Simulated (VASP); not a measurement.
# Si: single point with PBEsol+D3(BJ)

Crystal: Si.

```
Si
1.0
     0.00000    2.80115    2.80115
     2.80115    0.00000    2.80115
     2.80115    2.80115    0.00000
Si
2
Direct
  0.75000 0.75000 0.75000
  0.50000 0.50000 0.50000
```

```json
{
 "Program": "VASP 6.6.1",
 "Task": "single point",
 "Functional": "PBEsol",
 "Dispersion": "D3(BJ)",
 "Potentials or basis": "VASP PAW PBE potentials, release 64 (Si)",
 "Cutoff": "500 eV",
 "k mesh": "6 × 6 × 6",
 "Occupations": "gaussian, width 0.01 eV",
 "Spin": "no spin polarisation"
}
```

* Pressure: -7.9 GPa
* Band gap on the k mesh: 0.74 eV, indirect (least direct gap 2.26 eV)
* Dispersion energy per atom: -0.253 eV

Levels at points of the mesh, in eV from the valence-band top:
```csv
k point,band 1,band 2,band 3,band 4,band 5,band 6,band 7,band 8
"(0.00, 0.00, 0.00)",-11.37,0.00,0.00,0.00,2.29,2.47,2.47,2.47
"(0.50, 0.00, 0.00)",-9.25,-6.60,-1.12,-1.12,1.14,3.30,3.30,7.38
"(0.50, 0.50, 0.00)",-7.54,-7.54,-2.64,-2.64,0.75,0.75,9.28,9.28
```

It took 5 s on 1 thread of Intel(R) Xeon(R) Platinum 8488C (Sapphire Rapids) (shared host), peak memory 0.16 GiB.

Caveat: the PAW data sets were made with another functional, which shifts forces and pressure a little. PBEsol gaps usually lie below the measured ones, often by a third to a half.
